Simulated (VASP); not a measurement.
A run of VASP 6.6.1:

Contents of POSCAR:

```
SnO2
1.0
   -0.0506693394      2.4827976318      2.4827976318
    2.4827976318     -0.0506693394      2.4827976318
    2.4827976318      2.4827976318     -0.0506693394
Sn O
1 2
Direct
    0.0000000000      0.0000000000      0.0000000000
    0.2509427330      0.2509427330      0.2509427330
    0.7490572670      0.7490572670      0.7490572670
```

INCAR.step1

```
SYSTEM = SnO2
ALGO = Normal
EDIFF = 1E-4
ENCUT = 520
GGA = PE
ISMEAR = 0
LASPH = .True.
LCHARG = .False.
LREAL = .False.
LWAVE = .True.
NBANDS = 20
NELM = 60
PREC = Accurate
SIGMA = 0.01
```

File INCAR.step2:

```
SYSTEM = SnO2
ALGO = Normal
EDIFF = 1E-6
ENCUT = 520
ISIF = 2
ISMEAR = 0
ISTART = 1
LASPH = .True.
LCHARG = .False.
LMIXTAU = .True.
LREAL = .False.
LWAVE = .False.
METAGGA = R2SCAN
NBANDS = 20
NELM = 60
PREC = Accurate
SIGMA = 0.01
```

The input KPOINTS:

```
k-points
0
Gamma
  8 8 8
  0 0 0
```

Potentials or basis: VASP PAW PBE potentials, release 64 (Sn_d, O).

Run with:

```bash
$ cat potpaw_PBE.64/Sn_d/POTCAR potpaw_PBE.64/O/POTCAR > POTCAR
$ cp INCAR.step1 INCAR
$ mpirun -np 1 vasp_std > vasp.out
$ cp INCAR.step2 INCAR
$ mpirun -np 1 vasp_std > vasp.out
```

Hardware: 1 thread of AMD EPYC 7R43 64-Core Processor (Zen 3), on a shared host.

**Question.** How long does it take, and how much memory?

**Answer.** Wall time 3.1 min on 1 thread of AMD EPYC 7R43 64-Core Processor (Zen 3), with other jobs on the host, peak memory 0.15 GiB. Counts: k points 65.
